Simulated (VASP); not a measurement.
# SiW (CsCl type) (Pm-3m) in VASP: single point with LDA

Aim: the single point of SiW (CsCl type) with LDA.

All numbers are computed with VASP 6.6.1; they aren't measurements. Logs are shortened: lines on timing, memory, paths and dates and some standing lists are left out, and cuts for length are marked.

### Step 1. The cell of the first run

Symmetry: Pm-3m, No. 221, cubic system. Conventional cell: a = 2.962 Å, b = 2.962 Å, c = 2.962 Å, α = 90.00°, β = 90.00°, γ = 90.00°. Within 3.4 Å of W (site symmetry m-3m) lie 8 Si at 2.57 Å and 6 W at 2.96 Å. Within 3.4 Å of Si (site symmetry m-3m) lie 8 W at 2.57 Å and 6 Si at 2.96 Å.

### Step 2. Single point, LDA (volume scaled by 0.95)

INCAR

```
SYSTEM = SiW
  ALGO = Normal
  EDIFF = 1E-7
  ENCUT = 520
  ISIF = 2
  ISMEAR = -1
  LASPH = .TRUE.
  LCHARG = .FALSE.
  LREAL = .FALSE.
  LWAVE = .FALSE.
  NBANDS = 16
  NELM = 80
  PREC = Accurate
  SIGMA = 0.05
```

KPOINTS

```
k-points
0
G
  13 13 13
  0 0 0
```

POSCAR

```
SiW
1.0
    2.9619858604      0.0000000000      0.0000000000
    0.0000000000      2.9619858604      0.0000000000
    0.0000000000      0.0000000000      2.9619858604
W Si
1 1
Direct
    0.0000000000      0.0000000000      0.0000000000
    0.5000000000      0.5000000000      0.5000000000
```

Potentials or basis: VASP PAW LDA potentials, release 64 (W_sv, Si).

Launch:

```
$ cat potpaw_LDA.64/W_sv/POTCAR potpaw_LDA.64/Si/POTCAR > POTCAR
$ mpirun -np 1 vasp_std > vasp.out
```

OUTCAR:

```text
SYSTEM = SiW
   EDIFF = 1E-7
   ENCUT = 520
   ISIF = 2
   ISMEAR = -1
   LASPH = .TRUE.
   LREAL = .FALSE.
   NELM = 80
   PREC = Accurate

 ion  position               nearest neighbor table
   1  0.000  0.000  0.000-   2 2.57   2 2.57   2 2.57   2 2.57   2 2.57   2 2.57   2 2.57   2 2.57

   2  0.500  0.500  0.500-   1 2.57   1 2.57   1 2.57   1 2.57   1 2.57   1 2.57   1 2.57   1 2.57

  LATTYP: Found a simple cubic cell.
 ALAT       =     2.9619858604

  Lattice vectors:

 A1 = (   2.9619858604,   0.0000000000,   0.0000000000)
 A2 = (   0.0000000000,   2.9619858604,   0.0000000000)
 A3 = (   0.0000000000,   0.0000000000,   2.9619858604)

Analysis of symmetry for initial positions (statically):
=====================================================================
 Subroutine PRICEL returns:
 Original cell was already a primitive cell.

 Routine SETGRP: Setting up the symmetry group for a
 simple cubic supercell.

 Subroutine GETGRP returns: Found 48 space group operations
 (whereof 48 operations were pure point group operations)
 out of a pool of 48 trial point group operations.

The static configuration has the point symmetry O_h .

Analysis of symmetry for dynamics (positions and initial velocities):
=====================================================================
 Subroutine PRICEL returns:
 Original cell was already a primitive cell.

 Routine SETGRP: Setting up the symmetry group for a
 simple cubic supercell.

 Subroutine GETGRP returns: Found 48 space group operations
 (whereof 48 operations were pure point group operations)
 out of a pool of 48 trial point group operations.

The dynamic configuration has the point symmetry O_h .

 Subroutine INISYM returns: Found 48 space group operations
 (whereof 48 operations are pure point group operations),
 and found     1 'primitive' translations

----------------------------------------------------------------------------------------

                                     Primitive cell

  volume of cell :      25.9866

  direct lattice vectors                    reciprocal lattice vectors
     2.961985860  0.000000000  0.000000000     0.337611335  0.000000000  0.000000000
     0.000000000  2.961985860  0.000000000     0.000000000  0.337611335  0.000000000
     0.000000000  0.000000000  2.961985860     0.000000000  0.000000000  0.337611335

  length of vectors
     2.961985860  2.961985860  2.961985860     0.337611335  0.337611335  0.337611335

  position of ions in fractional coordinates (direct lattice)
     0.000000000  0.000000000  0.000000000
     0.500000000  0.500000000  0.500000000

  ion indices of the primitive-cell ions
   primitive index   ion index
                 1           1
                 2           2

----------------------------------------------------------------------------------------

 KPOINTS: k-points

Automatic generation of k-mesh.
 Grid dimensions read from file:
 generate k-points for:   13   13   13

 Generating k-lattice:

  Cartesian coordinates                     Fractional coordinates (reciprocal lattice)
     0.025970103  0.000000000  0.000000000     0.076923077  0.000000000  0.000000000
     0.000000000  0.025970103  0.000000000     0.000000000  0.076923077  0.000000000
     0.000000000  0.000000000  0.025970103     0.000000000  0.000000000  0.076923077

  Length of vectors
     0.025970103  0.025970103  0.025970103

  Shift w.r.t. Gamma in fractional coordinates (k-lattice)
     0.000000000  0.000000000  0.000000000

 Subroutine IBZKPT returns following result:
 ===========================================

 Found     84 irreducible k-points:

 Following reciprocal coordinates:
            Coordinates               Weight
  0.000000  0.000000  0.000000      1.000000
  0.076923  0.000000  0.000000      6.000000
  0.153846  0.000000  0.000000      6.000000
  0.230769  0.000000  0.000000      6.000000
  0.307692  0.000000  0.000000      6.000000
  0.384615  0.000000  0.000000      6.000000
[... 16 lines left out ...]
  0.307692  0.307692  0.000000     12.000000
  0.384615  0.307692  0.000000     24.000000
 [... further k-points ...]
   k-points           NKPTS =     84   k-points in BZ     NKDIM =     84   number of bands    NBANDS=     16
   number of dos      NEDOS =    301   number of ions     NIONS =      2
   total plane-waves  NPLWV =  13824
   dimension x,y,z NGX =    24 NGY =   24 NGZ =   24
   dimension x,y,z NGXF=    48 NGYF=   48 NGZF=   48
   ions per type =               1   1
   NGX,Y,Z   is equivalent  to a cutoff of  13.47, 13.47, 13.47 a.u.
   NGXF,Y,Z  is equivalent  to a cutoff of  26.94, 26.94, 26.94 a.u.
 SYSTEM =  SiW
   PREC   = accura    normal or accurate (medium, high low for compatibility)
   ISTART =      0    job   : 0-new  1-cont  2-samecut
   ICHARG =      2    charge: 1-file 2-atom 10-const
   ISPIN  =      1    spin polarized calculation?
   LNONCOLLINEAR =      F non collinear calculations
   LSORBIT =      F    spin-orbit coupling
   LASPH  =      T    aspherical Exc in radial PAW
   ENCUT  =  520.0 eV  38.22 Ry    6.18 a.u.   5.51  5.51  5.51*2*pi/ulx,y,z
   NELM   =     80;   NELMIN=  2; NELMDL= -5     # of ELM steps
   EDIFF  = 0.1E-06   stopping-criterion for ELM
   LREAL  =      F    real-space projection
   EDIFFG = 0.1E-05   stopping-criterion for IOM
   NSW    =      0    number of steps for IOM
   IBRION =     -1    ionic relax: 0-MD 1-quasi-New 2-CG
   NFREE  =      0    steps in history (QN), initial steepest desc. (CG)
   ISIF   =      2    stress and relaxation
   ISYM   =      2    0-nonsym 1-usesym 2-fastsym
   POTIM  = 0.5000    time-step for ionic-motion
   TEBEG  =    0.0;   TEEND  =   0.0 temperature during run
   PSTRESS=    0.0 pullay stress
   NELECT =      18.0000    total number of electrons
   NUPDOWN=      -1.0000    fix difference up-down
   EMIN   =  10.00;   EMAX   =-10.00  energy-range for DOS
   EFERMI =   0.00;   METHOD = LEGACY
   ISMEAR =    -1;   SIGMA  =   0.05  broadening in eV -4-tet -1-fermi 0-gaus
   EFERMI_NEDOS =   21; number of points for ismear=-14 and -15
   IALGO  =     38    algorithm
   IMIX   =      4    mixing-type and parameters
     AMIX     =   0.40;   BMIX     =  1.00
     AMIX_MAG =   1.60;   BMIX_MAG =  1.00
  volume/ion in A,a.u.               =      12.99        87.68
  Fermi-wavevector in a.u.,A,eV,Ry     =   1.448492  2.737252 28.546768  2.098128
  Thomas-Fermi vector in A             =   2.566326
   LORBIT       =      0    0 simple, 1 ext, 2 COOP (PROOUT), +10 PAW based schemes
   GGA     = CA    functional components
   LHFCALC =     F    Hartree Fock is set to
   AEXX    =    0.0000 exact exchange contribution
   IVDW    =     0    specifies the selected vdW correction
   LEPSILON=     F    determine dielectric tensor
   LRPA    =     F    only Hartree local field effects (RPA)
 non-spin polarized calculation
  energy-cutoff  :      520.00
  volume of cell :       25.99
 maximum number of plane-waves:       739
 NGX is ok and might be reduce to    24
   NGX = 11   NGY = 11   NGZ = 11

 number of electron      18.0000004 magnetization

 Free energy of the ion-electron system (eV)
  ---------------------------------------------------
  ext. energy  EPLUGINS =         0.00000000
  ---------------------------------------------------
  free energy    TOTEN  =       -19.91015439 eV

  energy without entropy =      -19.89376790  energy(sigma->0) =      -19.90196114

 E-fermi :  12.5061     XC(G=0): -13.3903

 val. band max:       12.4934915356   @ k =   0.4615   0.3077   0.3077
 cond. band min:      12.5378591879   @ k =   0.3846   0.2308   0.1538
 fundamental gap:      0.0443676523
 Fermi energy:        12.5060603021

 k-point     1 :       0.0000    0.0000    0.0000
  band No.  band energies     occupation
      1     -60.4710      2.00000
      2     -24.8600      2.00000
      3     -24.8600      2.00000
      4     -24.8600      2.00000
      5      -0.6807      2.00000
      6       8.3369      2.00000
[... 8 lines left out ...]
     15      23.6951      0.00000
     16      23.6951      0.00000

 k-point     2 :       0.0769    0.0000    0.0000
  band No.  band energies     occupation
      1     -60.4696      2.00000
      2     -24.8899      2.00000
      3     -24.8573      2.00000
      4     -24.8573      2.00000
      5      -0.5507      2.00000
      6       8.3393      2.00000
[... 8 lines left out ...]
     15      23.2604      0.00000
     16      24.1018      0.00000

 k-point     3 :       0.1538    0.0000    0.0000
  band No.  band energies     occupation
      1     -60.4657      2.00000
      2     -24.9721      2.00000
      3     -24.8499      2.00000
      4     -24.8499      2.00000
      5      -0.1693      2.00000
      6       8.2381      2.00000
[... 8 lines left out ...]
     15      23.4779      0.00000
     16      25.6051      0.00000

 k-point     4 :       0.2308    0.0000    0.0000
  band No.  band energies     occupation
      1     -60.4602      2.00000
      2     -25.0862      2.00000
      3     -24.8395      2.00000
      4     -24.8395      2.00000
      5       0.4398      2.00000
      6       7.7865      2.00000
[... 8 lines left out ...]
     15      23.6137      0.00000
     16      27.6472      0.00000

 k-point     5 :       0.3077    0.0000    0.0000
  band No.  band energies     occupation
      1     -60.4544      2.00000
      2     -25.2051      2.00000
      3     -24.8285      2.00000
      4     -24.8285      2.00000
      5       1.2452      2.00000
      6       6.8994      2.00000
[... 8 lines left out ...]
     15      23.6576      0.00000
     16      26.3324      0.00000

 k-point     6 :       0.3846    0.0000    0.0000
  band No.  band energies     occupation
      1     -60.4496      2.00000
      2     -25.3020      2.00000
      3     -24.8193      2.00000
      4     -24.8193      2.00000
      5       2.2130      2.00000
      6       5.7517      2.00000
[... 8 lines left out ...]
     15      23.4501      0.00000
     16      24.8700      0.00000

 k-point     7 :       0.4615    0.0000    0.0000
  band No.  band energies     occupation
      1     -60.4469      2.00000
      2     -25.3561      2.00000
      3     -24.8141      2.00000
      4     -24.8141      2.00000
      5       3.2998      2.00000
      6       4.5400      2.00000
[... 8 lines left out ...]
     15      22.9758      0.00000
     16      23.6005      0.00000

 k-point     8 :       0.0769    0.0769    0.0000
  band No.  band energies     occupation
      1     -60.4682      2.00000
      2     -24.8891      2.00000
      3     -24.8852      2.00000
      4     -24.8546      2.00000
      5      -0.4221      2.00000
      6       8.3841      2.00000
[... 8 lines left out ...]
     15      23.8416      0.00000
     16      23.8804      0.00000

 k-point     9 :       0.1538    0.0769    0.0000
  band No.  band energies     occupation
      1     -60.4643      2.00000
      2     -24.9692      2.00000
      3     -24.8793      2.00000
      4     -24.8473      2.00000
      5      -0.0454      2.00000
      6       8.3068      2.00000
[... 8 lines left out ...]
     15      23.8246      0.00000
     16      25.4647      0.00000
[... 172 lines left out ...]
 k-point    19 :       0.2308    0.2308    0.0000
  band No.  band energies     occupation
      1     -60.4496      2.00000
      2     -25.0685      2.00000
      3     -25.0513      2.00000
      4     -24.8194      2.00000
      5       1.4145      2.00000
      6       7.8349      2.00000
[... 8 lines left out ...]
     15      25.3074      0.00000
     16      25.6409      0.00000

 k-point    20 :       0.3077    0.2308    0.0000
  band No.  band energies     occupation
      1     -60.4439      2.00000
      2     -25.1764      2.00000
      3     -25.0452      2.00000
      4     -24.8084      2.00000
      5       2.0803      2.00000
      6       7.0980      2.00000
[... 8 lines left out ...]
     15      23.9475      0.00000
     16      25.2824      0.00000

 k-point    21 :       0.3846    0.2308    0.0000
  band No.  band energies     occupation
      1     -60.4391      2.00000
      2     -25.2706      2.00000
      3     -25.0337      2.00000
      4     -24.7993      2.00000
      5       2.8212      2.00000
      6       6.2114      2.00000
[... 8 lines left out ...]
     15      22.4904      0.00000
     16      25.3962      0.00000

 k-point    22 :       0.4615    0.2308    0.0000
  band No.  band energies     occupation
      1     -60.4365      2.00000
      2     -25.3233      2.00000
      3     -25.0271      2.00000
      4     -24.7942      2.00000
      5       3.4670      2.00000
      6       5.4812      2.00000
[... 8 lines left out ...]
     15      21.1648      0.00000
     16      25.6226      0.00000

 k-point    23 :       0.3077    0.3077    0.0000
  band No.  band energies     occupation
      1     -60.4382      2.00000
      2     -25.1675      2.00000
      3     -25.1525      2.00000
      4     -24.7975      2.00000
      5       2.5964      2.00000
      6       6.9044      2.00000
[... 8 lines left out ...]
     15      23.5112      0.00000
     16      25.9781      0.00000

 k-point    24 :       0.3846    0.3077    0.0000
  band No.  band energies     occupation
      1     -60.4335      2.00000
      2     -25.2536      2.00000
      3     -25.1466      2.00000
      4     -24.7885      2.00000
      5       3.0936      2.00000
      6       6.5377      2.00000
[... 8 lines left out ...]
     15      22.9030      0.00000
     16      26.9068      0.00000

 [... further k-points ...]
[... 5 lines left out ...]
  --------------------------------------------------------------------------------------
  -------------------------------------------------------------------------------------
  Total        2.6135866      2.6135866      2.6135866      0.0000000      0.0000000      0.0000000
  in kB      161.1382107    161.1382107    161.1382107      0.0000000      0.0000000      0.0000000
  external PRESSURE =     161.1382107 kB  Pullay stress =       0.0000000 kB

 VOLUME and BASIS-vectors are now :
 -----------------------------------------------------------------------------
  energy-cutoff  :      520.00
  volume of cell :       25.99
      direct lattice vectors                 reciprocal lattice vectors
     2.961985860  0.000000000  0.000000000     0.337611335  0.000000000  0.000000000
     0.000000000  2.961985860  0.000000000     0.000000000  0.337611335  0.000000000
     0.000000000  0.000000000  2.961985860     0.000000000  0.000000000  0.337611335

 POSITION                                       TOTAL-FORCE (eV/Angst)
 -----------------------------------------------------------------------------------
      0.00000      0.00000      0.00000         0.000000      0.000000      0.000000
      1.48099      1.48099      1.48099         0.000000      0.000000      0.000000
 -----------------------------------------------------------------------------------
    total drift:                               -0.000000      0.000000      0.000000

  FREE ENERGIE OF THE ION-ELECTRON SYSTEM (eV)
  ---------------------------------------------------
  free  energy   TOTEN  =       -19.9101543896 eV

  energy  without entropy=      -19.8937678974  energy(sigma->0) =      -19.90196114
```

Run time: 19 s. Hardware: 1 thread of AMD EPYC 7R13 (Zen 3), shared host; peak memory 0.12 GiB.

What came out:

* Free energy: -19.9102 eV
* Pressure: 16.1 GPa
* Band gap on the k mesh: zero (band 9 reaches 15.54 eV, above the bottom of band 10 at 11.72 eV)

Levels at points of the mesh, in eV from the Fermi level:
```tsv
k point	band 5	band 6	band 7	band 8	band 9	band 10	band 11	band 12	band 13	band 14
(0.00, 0.00, 0.00)	-13.19	-4.17	-4.17	2.03	2.03	2.03	2.79	2.79	2.79	10.47
```

Caveat: spin-orbit coupling is left out, which moves the levels of the heavy elements.
